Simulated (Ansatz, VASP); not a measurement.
One calculation of GaP, two programs

File INCAR:

```
SYSTEM = GaP
  ALGO = Normal
  EDIFF = 1E-6
  EDIFFG = -0.02
  ENCUT = 600
  GGA = PE
  IBRION = 2
  ISIF = 3
  ISMEAR = -1
  IVDW = 13
  LASPH = .TRUE.
  LCHARG = .FALSE.
  LREAL = .FALSE.
  LWAVE = .FALSE.
  NELM = 80
  NSW = 80
  PREC = Accurate
  SIGMA = 0.05
```

KPOINTS

```
k-points
0
G
  8 8 8
  0 0 0
```

The input POSCAR:

```
GaP
1.0
    0.0000000000      2.7252500000      2.7252500000
    2.7252500000      0.0000000000      2.7252500000
    2.7252500000      2.7252500000      0.0000000000
Ga P
1 1
Direct
    0.0000000000      0.0000000000      0.0000000000
    0.7500000000      0.7500000000      0.7500000000
```

The input input.yaml:

```yaml
crystal:
  lattice:
    - [0.0, 2.72525, 2.72525]
    - [2.72525, 0.0, 2.72525]
    - [2.72525, 2.72525, 0.0]
  atoms:
    - { symbol: Ga, position: [0.0, 0.0, 0.0] }
    - { symbol: P, position: [0.75, 0.75, 0.75] }
kpoints:
  mp_grid: { grid: [8, 8, 8] }
scf:
  occupations: { method: fermi_dirac, width: 0.05 }
hamiltonian:
  xc: pbe
  dispersion: d4
  pseudopotentials: { kind: all_electron, lapw: { basis_error: 0.001 } }
output:
  forces: true
  stress: true
relax:
  f_tol: 0.02
  max_steps: 60
  cell: {}
```

Alike in both runs: task relaxation of cell and atoms; functional PBE; dispersion D4; k mesh 8 × 8 × 8; occupations fermi-dirac, width 0.05 eV; no spin polarisation.

|  | VASP | Ansatz |
| --- | --- | --- |
| version | VASP 6.6.1 | Ansatz 0.2.0 |
| potentials or method | VASP PAW PBE potentials, release 64 (Ga_d, P), cutoff 600 eV | all-electron LAPW, scalar-relativistic |

Ansatz gave:

```
relaxed volume (Å³/atom)                                     : 20.04
relaxed cell length with the largest relative difference (Å) : 3.842
```

**Question.** Which values does VASP return?

**Answer.** Relaxed volume (Å³/atom): 20.04; relaxed cell length with the largest relative difference (Å): 3.841.

Ansatz ran all-electron here, and VASP with PAW potentials.
